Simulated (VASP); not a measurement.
Wanted: the native input for a VASP 6.6.1 run.

```yaml
Task: single point
Functional: PBE
Potentials_or_basis: VASP PAW PBE potentials, release 64 (K_sv, Cl)
Cutoff: 520 eV
k_mesh: 8 × 8 × 8
Occupations: fermi-dirac, width 0.02 eV
Spin: no spin polarisation
Dipole_correction: no
Further_INCAR_settings: ALGO = Normal; EDIFF = 1e-06; NBANDS = 15
```

The structure of KCl lies in POSCAR:

```
KCl
1.0
    0.0000000000      3.1448483221      3.1448483221
    3.3275640096      0.0000000000      3.1448483221
    3.3275640096      3.1448483221      0.0000000000
K Cl
1 1
Direct
    0.0000000000      0.0000000000      0.0000000000
    0.5000000000      0.5000000000      0.5000000000
```

This cell differs from its parent crystal: uniaxial x strain +5.8%.

The input as run:

INCAR

```
  PREC = Accurate
  ENCUT = 520
  EDIFF = 1E-6
  ISMEAR = -1
  SIGMA = 0.02
  LREAL = F
  LASPH = T
  NELM = 100
  ALGO = Normal
  ISIF = 2
  LWAVE = F
  LCHARG = T
  GGA = PE
  LELF = T
  LVHAR = T
  NBANDS = 15
```

KPOINTS

```
regular mesh
0
Gamma
  8 8 8
```

Potentials or basis: VASP PAW PBE potentials, release 64 (K_sv, Cl).

Run with:

```sh
$ cat potpaw_PBE.64/K_sv/POTCAR potpaw_PBE.64/Cl/POTCAR > POTCAR
$ mpirun -np 1 vasp_std > vasp.out
```

Results of the run:

```
Pressure               : 0.0 GPa
Band gap on the k mesh : 4.99 eV, direct
```

Caveat: the cell differs from its parent crystal (uniaxial x strain +5.8%).

Wall time 41 s on 1 thread of AMD EPYC 9R45 96-Core Processor (Zen 5), on a shared host, peak memory 0.2 GiB.
